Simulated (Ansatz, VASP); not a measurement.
## AlP in VASP and in Ansatz

INCAR

```
PREC     = Accurate       # precision mode
ENCUT    = 500            # plane-wave cutoff, eV
EDIFF    = 1E-6           # SCF threshold, eV
ISMEAR   = 0              # smearing method
SIGMA    = 0.1            # smearing width, eV
LREAL    = False          # projectors in reciprocal space
LASPH    = True           # aspherical terms in the spheres
NELM     = 120            # most SCF steps
ALGO     = Normal         # electronic algorithm
ISIF     = 2              # what is computed and relaxed
LWAVE    = False          # write WAVECAR
LCHARG   = False          # write CHGCAR
GGA      = PE             # functional
NBANDS   = 11             # bands
GGA_COMPAT= False
```

KPOINTS

```
Automatic mesh
0
Gamma
  6 6 6
```

Contents of POSCAR:

```
AlP
1.0
    0.0000000000      2.7364837130      2.7364837130
    2.7364837130      0.0000000000      2.7364837130
    2.7364837130      2.7364837130      0.0000000000
Al P
1 1
Direct
    0.0000000000      0.0000000000      0.0000000000
    0.7500000000      0.7500000000      0.7500000000
```

Input for Ansatz:

```yaml
crystal:
  lattice:
    - [0.0, 2.736483713, 2.736483713]
    - [2.736483713, 0.0, 2.736483713]
    - [2.736483713, 2.736483713, 0.0]
  atoms:
    - { symbol: Al, position: [0.0, 0.0, 0.0] }
    - { symbol: P, position: [0.75, 0.75, 0.75] }
basis:
  ecutwfc: 420
kpoints:
  mp_grid: { grid: [6, 6, 6] }
hamiltonian:
  xc: pbe
scf:
  occupations: { method: gaussian, width: 0.1 }
output:
  forces: true
  stress: true
  eigenvalues: true
```

Alike in both runs: task single point; functional PBE; k mesh 6 × 6 × 6; occupations gaussian, width 0.1 eV; no spin polarisation.

|  | VASP | Ansatz |
| --- | --- | --- |
| version | VASP 6.6.1 | Ansatz 0.2.0 |
| potentials or method | VASP PAW PBE potentials, release 64 (Al, P), cutoff 500 eV | scalar-relativistic, plane waves, PAW |
| valence electrons in the cell | 8 | 8 |

VASP gave:

| Item | Value |
| --- | --- |
| gap on the k mesh at the Fermi level (eV) | 1.59 |
| least direct gap on the mesh (eV) | 3.24 |
| pressure (GPa) | 1.6 |

**Question.** What did Ansatz give for the same quantities?

**Answer.** gap on the k mesh at the Fermi level (eV): 1.59; least direct gap on the mesh (eV): 3.25; pressure (GPa): 1.7.
